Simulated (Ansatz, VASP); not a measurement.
# One calculation of ScBSbP3, two programs

```
Sc B Sb P
1.0
     4.12499    0.00000    0.00000
     0.00000    8.07214    0.00000
     0.00000    0.00000    4.85396
Sc B Sb P
1 1 1 3
Direct
  0.00000 0.50000 0.50000
  0.00000 0.00000 0.00000
  0.50000 0.00000 0.00000
  0.50000 0.64631 0.00000
  0.50000 0.35369 0.00000
  0.00000 0.50000 0.00000
```

Alike in both runs: functional PBE; k mesh 4 × 4 × 2; occupations gaussian, width 0.1 eV; no spin polarisation.

Ansatz relaxed the structure, and its values are those at the end. VASP's run is a single point on that final structure, the one shown.

```csv
,VASP,Ansatz
version,VASP 6.6.1,Ansatz 0.2.0
potentials or method,"VASP PAW PBE potentials, release 64 (Sc_sv, B, Sb, P), cutoff 520 eV","scalar-relativistic, plane waves, PAW"
valence electrons in the cell,34,44
```

Ansatz gave:

| Item | Value |
| --- | --- |
| gap on the k mesh at the Fermi level (eV) | none |
| pressure (GPa) | 0.1 |
| rms of the force components (eV/Å) | 0.001 |

Problem. Which values does VASP return?

Solution. gap on the k mesh at the Fermi level (eV): none; pressure (GPa): 0.2; rms of the force components (eV/Å): 0.017.

A gap of «none» marks a metal or a gap that the smearing closes. VASP's potentials hold 34 valence electrons a cell and Ansatz's 44, so a difference there can come from the potentials and not from the codes.

The k mesh is coarse, so the values compare programs but aren't converged. Spin-orbit coupling is off throughout.
